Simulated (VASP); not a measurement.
Write the native input for VASP 6.6.1 that does the following.

```yaml
Task: single point
Functional: PBE
Potentials_or_basis: VASP PAW PBE potentials, release 64 (Al, N)
Cutoff: 520 eV
k_mesh: 10 × 10 × 10
Occupations: fermi-dirac, width 0.02 eV
Spin: no spin polarisation
Dipole_correction: no
Further_INCAR_settings: ALGO = Normal; EDIFF = 1e-07; NBANDS = 11
```

The structure of AlN lies in POSCAR:

```
AlN
1.0
   -0.0197800000      1.9681100000      1.9681100000
    1.9681100000     -0.0197800000      1.9681100000
    1.9681100000      1.9681100000     -0.0197800000
Al N
1 1
Direct
    0.0000000000      0.0000000000      0.0000000000
    0.5000000000      0.5000000000      0.5000000000
```

This cell differs from its parent crystal: equal xy, yz and zx shear strains of -1 %.

One way to write it, as run:

INCAR

```
SYSTEM = AlN
PREC     = Accurate       ! precision mode
ENCUT    = 520            ! plane-wave cutoff, eV
EDIFF    = 1E-7           ! SCF threshold, eV
ISMEAR   = -1             ! smearing method
SIGMA    = 0.02           ! smearing width, eV
LREAL    = .FALSE.        ! projectors in reciprocal space
LASPH    = .TRUE.         ! aspherical terms in the spheres
NELM     = 80             ! most SCF steps
ALGO     = Normal         ! electronic algorithm
ISIF     = 2              ! what is computed and relaxed
LWAVE    = .FALSE.        ! write WAVECAR
LCHARG   = .TRUE.         ! write CHGCAR
GGA      = PE             ! functional
LELF     = .TRUE.         ! ELF
LVHAR    = .TRUE.       
NBANDS   = 11             ! bands
```

KPOINTS

```
regular mesh
0
G
  10 10 10
  0 0 0
```

Potentials or basis: VASP PAW PBE potentials, release 64 (Al, N).

The run is started by

```bash
$ cat potpaw_PBE.64/Al/POTCAR potpaw_PBE.64/N/POTCAR > POTCAR
$ mpirun -np 1 vasp_std > vasp.out
```

It gave:

The pressure is 25.3 GPa and the band gap on the k mesh is 4.90 eV, indirect (least direct gap 6.50 eV).

Caveat: the cell differs from its parent crystal (equal xy, yz and zx shear strains of -1 %).

Wall time 29 s on 1 thread of Intel Xeon 8259CL (shared host), peak memory 0.14 GiB.
